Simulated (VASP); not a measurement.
# Ni (Fm-3m) in VASP: a series of runs, part 2 of 2

VASP 6.6.1.

## (4) Single point, PBEsol, collinear spin, ferromagnetic start

Input file INCAR:

```
SYSTEM = Ni
PREC = Accurate
ENCUT = 520
EDIFF = 1E-6
ISMEAR = -1
SIGMA = 0.1
LREAL = .False.
LASPH = .True.
NELM = 150
ALGO = Normal
ISIF = 2
LWAVE = .False.
LCHARG = .False.
ISPIN = 2
MAGMOM = 0.24
LORBIT = 11
NUPDOWN = 0.24
LMAXMIX = 4
GGA = PS
NBANDS = 15
```

Input file KPOINTS:

```
regular mesh
0
Gamma
  15 15 15
  0 0 0
```

Input file POSCAR:

```
Ni
1.0
    0.0000000000      1.7716500000      1.7716500000
    1.7716500000      0.0000000000      1.7716500000
    1.7716500000      1.7716500000      0.0000000000
Ni
1
Direct
    0.0000000000      0.0000000000      0.0000000000
```

Potentials or basis: VASP PAW PBE potentials, release 64 (Ni).

Command:

```
$ cat potpaw_PBE.64/Ni/POTCAR > POTCAR
$ mpirun -np 1 vasp_std > vasp.out
```

OUTCAR:

```text
SYSTEM = Ni
   PREC = Accurate
   ENCUT = 520
   EDIFF = 1E-6
   ISMEAR = -1
   LREAL = .False.
   LASPH = .True.
   NELM = 150
   ISIF = 2
   ISPIN = 2
   LORBIT = 11
   NUPDOWN = 0.24
   GGA = PS

 ion  position               nearest neighbor table
   1  0.000  0.000  0.000-

  LATTYP: Found a face centered cubic cell.
 ALAT       =     3.5433000000

  Lattice vectors:

 A1 = (   0.0000000000,   1.7716500000,   1.7716500000)
 A2 = (   1.7716500000,   0.0000000000,   1.7716500000)
 A3 = (   1.7716500000,   1.7716500000,   0.0000000000)

Analysis of symmetry for initial positions (statically):
=====================================================================
 Subroutine PRICEL returns:
 Original cell was already a primitive cell.

 Routine SETGRP: Setting up the symmetry group for a
 face centered cubic supercell.

 Subroutine GETGRP returns: Found 48 space group operations
 (whereof 48 operations were pure point group operations)
 out of a pool of 48 trial point group operations.

The static configuration has the point symmetry O_h .

Analysis of symmetry for dynamics (positions and initial velocities):
=====================================================================
 Subroutine PRICEL returns:
 Original cell was already a primitive cell.

 Routine SETGRP: Setting up the symmetry group for a
 face centered cubic supercell.

 Subroutine GETGRP returns: Found 48 space group operations
 (whereof 48 operations were pure point group operations)
 out of a pool of 48 trial point group operations.

The dynamic configuration has the point symmetry O_h .

Analysis of structural, dynamic, and magnetic symmetry:
=====================================================================
 Subroutine PRICEL returns:
 Original cell was already a primitive cell.

 Routine SETGRP: Setting up the symmetry group for a
 face centered cubic supercell.

 Subroutine GETGRP returns: Found 48 space group operations
 (whereof 48 operations were pure point group operations)
 out of a pool of 48 trial point group operations.

The overall configuration has the point symmetry O_h .

 Subroutine INISYM returns: Found 48 space group operations
 (whereof 48 operations are pure point group operations),
 and found     1 'primitive' translations

----------------------------------------------------------------------------------------

                                     Primitive cell

  volume of cell :      11.1215

  direct lattice vectors                    reciprocal lattice vectors
     0.000000000  1.771650000  1.771650000    -0.282222787  0.282222787  0.282222787
     1.771650000  0.000000000  1.771650000     0.282222787 -0.282222787  0.282222787
     1.771650000  1.771650000  0.000000000     0.282222787  0.282222787 -0.282222787

  length of vectors
     2.505491458  2.505491458  2.505491458     0.488824206  0.488824206  0.488824206

  position of ions in fractional coordinates (direct lattice)
     0.000000000  0.000000000  0.000000000

  ion indices of the primitive-cell ions
   primitive index   ion index
                 1           1

----------------------------------------------------------------------------------------

 KPOINTS: regular mesh

Automatic generation of k-mesh.
 Grid dimensions read from file:
 generate k-points for:   15   15   15

 Generating k-lattice:

[... 64 lines left out ...]
   NSW    =      0    number of steps for IOM
   IBRION =     -1    ionic relax: 0-MD 1-quasi-New 2-CG
   NFREE  =      0    steps in history (QN), initial steepest desc. (CG)
   ISIF   =      2    stress and relaxation
   ISYM   =      2    0-nonsym 1-usesym 2-fastsym
   POTIM  = 0.5000    time-step for ionic-motion
   TEBEG  =    0.0;   TEEND  =   0.0 temperature during run
   PSTRESS=    0.0 pullay stress
   NELECT =      10.0000    total number of electrons
   NUPDOWN=       0.2400    fix difference up-down
   EMIN   =  10.00;   EMAX   =-10.00  energy-range for DOS
   EFERMI =   0.00;   METHOD = LEGACY
   ISMEAR =    -1;   SIGMA  =   0.10  broadening in eV -4-tet -1-fermi 0-gaus
   EFERMI_NEDOS =   21; number of points for ismear=-14 and -15
   IALGO  =     38    algorithm
   IMIX   =      4    mixing-type and parameters
     AMIX     =   0.40;   BMIX     =  1.00
     AMIX_MAG =   1.60;   BMIX_MAG =  1.00
  volume/ion in A,a.u.               =      11.12        75.05
  Fermi-wavevector in a.u.,A,eV,Ry     =   1.580108  2.985972 33.970248  2.496743
  Thomas-Fermi vector in A             =   2.680386
   LORBIT       =     11    0 simple, 1 ext, 2 COOP (PROOUT), +10 PAW based schemes
   GGA     = PS    functional components
   LHFCALC =     F    Hartree Fock is set to
   AEXX    =    0.0000 exact exchange contribution
   IVDW    =     0    specifies the selected vdW correction
   LEPSILON=     F    determine dielectric tensor
   LRPA    =     F    only Hartree local field effects (RPA)
 spin polarized calculation
  energy-cutoff  :      520.00
  volume of cell :       11.12
 maximum number of plane-waves:       310
   NGX =  9   NGY =  9   NGZ =  9

 number of electron      10.0000009 magnetization       0.2400000

 Free energy of the ion-electron system (eV)
  ---------------------------------------------------
  ext. energy  EPLUGINS =         0.00000000
  ---------------------------------------------------
  free energy    TOTEN  =        -6.10651974 eV

  energy without entropy =       -6.02396702  energy(sigma->0) =       -6.06524338

 E-fermi :   8.7901     XC(G=0): -13.3035

 val. band max:        8.7878157108   @ k =   0.4000   0.2667   0.0000
 cond. band min:       8.6754699600   @ k =  -0.4667   0.4667   0.0000
 fundamental gap:     -0.1123457508
 Fermi energy:         8.6753009532

 spin component 1

 k-point     1 :       0.0000    0.0000    0.0000
  band No.  band energies     occupation
      1      -0.0244      1.00000
      2       6.7546      1.00000
      3       6.7546      1.00000
      4       6.7546      1.00000
      5       7.8557      0.99972
      6       7.8557      0.99972
      7      32.3604      0.00000
      8      36.0643      0.00000
      9      36.0643      0.00000
     10      36.0643      0.00000
     11      38.9529      0.00000
     12      38.9529      0.00000
     13      38.9529      0.00000
     14      41.9568      0.00000
[... 403 lines left out ...]
      4       7.1275      1.00000
      5       7.5175      0.99999
      6       8.0284      0.99845
      7      28.2936      0.00000
      8      30.7936      0.00000
      9      31.3139      0.00000
     10      33.5499      0.00000
     11      37.7424      0.00000
     12      42.3306      0.00000
     13      44.0543      0.00000
     14      44.6387      0.00000
     15      49.2593      0.00000

 [... further k-points ...]

 spin component 2

 k-point     1 :       0.0000    0.0000    0.0000
  band No.  band energies     occupation
      1      -0.0397      1.00000
      2       7.0379      1.00000
      3       7.0379      1.00000
      4       7.0379      1.00000
      5       8.0913      0.99908
      6       8.0913      0.99908
      7      32.3031      0.00000
      8      36.0557      0.00000
      9      36.0557      0.00000
     10      36.0557      0.00000
     11      38.9894      0.00000
     12      38.9894      0.00000
     13      38.9894      0.00000
     14      41.9082      0.00000
[... 403 lines left out ...]
      4       7.4137      1.00000
      5       7.7520      0.99997
      6       8.2690      0.99457
      7      28.3192      0.00000
      8      30.8216      0.00000
      9      31.3030      0.00000
     10      33.5384      0.00000
     11      37.8134      0.00000
     12      42.3221      0.00000
     13      44.0286      0.00000
     14      44.6188      0.00000
     15      49.3104      0.00000

 [... further k-points ...]
[... 5 lines left out ...]
  --------------------------------------------------------------------------------------
  -------------------------------------------------------------------------------------
  Total       -0.9485810     -0.9485810     -0.9485810      0.0000000      0.0000000      0.0000000
  in kB     -136.6536487   -136.6536487   -136.6536487      0.0000000      0.0000000      0.0000000
  external PRESSURE =    -136.6536487 kB  Pullay stress =       0.0000000 kB

 VOLUME and BASIS-vectors are now :
 -----------------------------------------------------------------------------
  energy-cutoff  :      520.00
  volume of cell :       11.12
      direct lattice vectors                 reciprocal lattice vectors
     0.000000000  1.771650000  1.771650000    -0.282222787  0.282222787  0.282222787
     1.771650000  0.000000000  1.771650000     0.282222787 -0.282222787  0.282222787
     1.771650000  1.771650000  0.000000000     0.282222787  0.282222787 -0.282222787

 POSITION                                       TOTAL-FORCE (eV/Angst)
 -----------------------------------------------------------------------------------
      0.00000      0.00000      0.00000        -0.000000      0.000000      0.000000
 -----------------------------------------------------------------------------------
    total drift:                                0.000000      0.000000      0.000000

  FREE ENERGIE OF THE ION-ELECTRON SYSTEM (eV)
  ---------------------------------------------------
  free  energy   TOTEN  =        -6.1065197361 eV

  energy  without entropy=       -6.0239670224  energy(sigma->0) =       -6.06524338

 total charge

# of ion       s       p       d       tot
------------------------------------------
    1        0.488   0.479   8.310   9.277

 magnetization (x)

# of ion       s       p       d       tot
------------------------------------------
    1       -0.004  -0.012   0.262   0.246
```

OSZICAR:

```text
N       E                     dE             d eps       ncg     rms          rms(c)
DAV:   1     0.320963282612E+02    0.32096E+02   -0.42213E+03  7670   0.848E+02
DAV:   2    -0.589783977359E+01   -0.37994E+02   -0.35109E+02  8285   0.159E+02
DAV:   3    -0.732566693294E+01   -0.14278E+01   -0.14082E+01  8572   0.305E+01
DAV:   4    -0.733507372103E+01   -0.94068E-02   -0.94038E-02  9049   0.236E+00
DAV:   5    -0.733520138006E+01   -0.12766E-03   -0.12766E-03  8832   0.243E-01    0.103E+01
DAV:   6    -0.656306860592E+01    0.77213E+00   -0.16849E+01 10371   0.443E+01    0.639E+00
DAV:   7    -0.612463029240E+01    0.43844E+00   -0.31556E+00  9729   0.171E+01    0.157E+00
DAV:   8    -0.610914491547E+01    0.15485E-01   -0.29341E-02  8770   0.110E+00    0.589E-01
DAV:   9    -0.610710011546E+01    0.20448E-02   -0.12069E-03 11857   0.185E-01    0.221E-01
DAV:  10    -0.610651350182E+01    0.58661E-03   -0.72241E-04 12061   0.127E-01    0.509E-02
DAV:  11    -0.610651952881E+01   -0.60270E-05   -0.76443E-06  7970   0.275E-02    0.155E-02
DAV:  12    -0.610651973613E+01   -0.20732E-06   -0.92862E-07  7827   0.790E-03
   1 F= -.61065197E+01 E0= -.60652434E+01  d E =-.825527E-01  mag=     0.2400
```

stdout:

```text
POSCAR found type information on POSCAR Ni
 POSCAR found :  1 types and       1 ions
 scaLAPACK will be used
 -----------------------------------------------------------------------------
|                                                                             |
|                                                                             |
|     You enforced a specific xc type in the INCAR file but a different       |
|     I HOPE YOU KNOW WHAT YOU ARE DOING!                                     |
|                                                                             |
 -----------------------------------------------------------------------------

 LDA part: xc-table for (Slater+PW92), standard interpolation
 POSCAR, INCAR and KPOINTS ok, starting setup
 FFT: planning ... GRIDC
 FFT: planning ... GRID_SOFT
 FFT: planning ... GRID
 WAVECAR not read
 entering main loop
```

Run time: 28 s. Hardware: 1 thread of Intel Xeon Platinum 8375C at 2.90GHz (Ice Lake), shared host; peak memory 0.15 GiB.

What came out:

| Item | Value |
| --- | --- |
| Free energy | -6.1065 eV |
| Pressure | -13.7 GPa |
| Net moment | 0.24 μB per cell |
| Site moments | Ni +0.25 μB |
| Valence electrons inside the program's atomic spheres | Ni 9.28 |

Caveat: the PAW data sets were made with another functional, which shifts forces and pressure a little; the total moment is fixed, so each spin has its own Fermi level.

## (5) Summary

```csv
fixed moment (μB),pressure (GPa),moment (μB)
1.44,-3.0,1.44
1.92,9.3,1.92
0.24,-13.7,0.24
```

Alike in all rows: task single point; level PBEsol; potentials or basis VASP PAW PBE potentials, release 64 (Ni); spin collinear, ferromagnetic start; cell as given; k mesh 15 × 15 × 15; cutoff (eV) 520; smearing fermi-dirac 0.1 eV.

Caveats: the PAW data sets were made with another functional, which shifts forces and pressure a little; the total moment is fixed, so each spin has its own Fermi level.

Absolute energies hang on the potentials; compare differences alone.
